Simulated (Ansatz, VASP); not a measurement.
Two plane-wave programs on BSe

```
B Se
1.0
     1.82536    1.05387    3.02582
    -1.82536    1.05387    3.02582
     0.00000   -2.10775    3.02582
B Se
1 1
Cartesian
  0.0000 0.0000 0.0000
  0.0000 0.0000 4.5387
```

Alike in both runs: task single point; functional PBE; k mesh 6 × 6 × 6; occupations gaussian, width 0.1 eV; no spin polarisation.

|  | VASP | Ansatz |
| --- | --- | --- |
| version | VASP 6.6.1 | Ansatz 0.2.0 |
| potentials or method | VASP PAW PBE potentials, release 64 (B, Se), cutoff 500 eV | scalar-relativistic, plane waves, PAW |
| valence electrons in the cell | 9 | 19 |

|  | VASP | Ansatz | Ansatz less VASP |
| --- | --- | --- | --- |
| gap on the k mesh at the Fermi level (eV) | none | none | - |
| pressure (GPa) | -17.4 | -17.4 | 0.00 |
| traceless stress, the component that is largest in VASP (GPa) | -0.97 | -0.97 | -0.001 |

A gap of «none» marks a metal or a gap that the smearing closes. VASP's potentials hold 9 valence electrons a cell and Ansatz's 19, so a difference there can come from the potentials and not from the codes.
